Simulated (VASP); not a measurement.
Here is a VASP 6.6.1 calculation.

INCAR

```
  PREC = Accurate
  ENCUT = 520
  EDIFF = 1E-6
  ISMEAR = -1
  SIGMA = 0.05
  LREAL = Auto
  LASPH = T
  NELM = 80
  ALGO = Normal
  ISIF = 2
  LWAVE = F
  LCHARG = F
  GGA = PE
  NBANDS = 78
```

The input KPOINTS:

```
Automatic mesh
0
Gamma
  1 1 1
```

File POSCAR:

```
CO
1.0
    8.8620950000      0.0000000000      0.0000000000
    0.0000000000      8.8620950000      0.0000000000
    0.0000000000      0.0000000000      8.8620950000
O C
12 12
Direct
    0.1740897609      0.3637627446     -0.0124575510
    0.4557274550      0.1747103817      0.6603404725
    0.8115575380      0.2353845225      0.9278167296
    0.7589966029      0.7154290267      0.9440657091
    0.6522046988      0.0728383074      0.2964761718
    0.4847725058      0.5991585511      0.6970473686
    0.1395381115      0.0762686475      0.3005045647
    0.5819729985      0.5067537642      0.1741236130
    0.4068338243      0.8297586519     -0.0365602039
    0.8901055563      0.5317252862      0.6296592397
    1.0440984891      0.9035561004      0.6363732278
    0.2653210104      0.7792175552      0.4327983394
    0.1983842421      0.4918701503     -0.0149061819
    0.3294706274      0.1761660194      0.6517307702
    0.7444515095      0.1613726777      0.8551363983
    0.8032412201      0.8051143663      1.0224557512
    0.5421065786      0.0543325252      0.2395144715
    0.4941833731      0.5765453880      0.5733181601
    0.0143645492      0.0961510794      0.3007302449
    0.5822438148      0.3826183312      0.1340202289
    0.4845355415      0.8936713046     -0.1146230096
    0.8960409474      0.5207910771      0.5022514428
    1.0299596202      0.9206965170      0.7645821897
    0.2902586804      0.7173924450      0.3225648111
```

Potentials or basis: VASP PAW PBE potentials, release 64 (O, C).

Run with:

```bash
$ cat potpaw_PBE.64/O/POTCAR potpaw_PBE.64/C/POTCAR > POTCAR
$ mpirun -np 1 vasp_gam > vasp.out
```

Predict the pressure.

2.1 GPa.

What does it give for the largest force?

6.585 eV/Å.

Stress tensor (GPa, compression positive):
```
3.29 0.67 0.88
0.67 0.78 0.75
0.88 0.75 2.26
```

Caveat: the k points lie up to 0.71 Å⁻¹ apart.
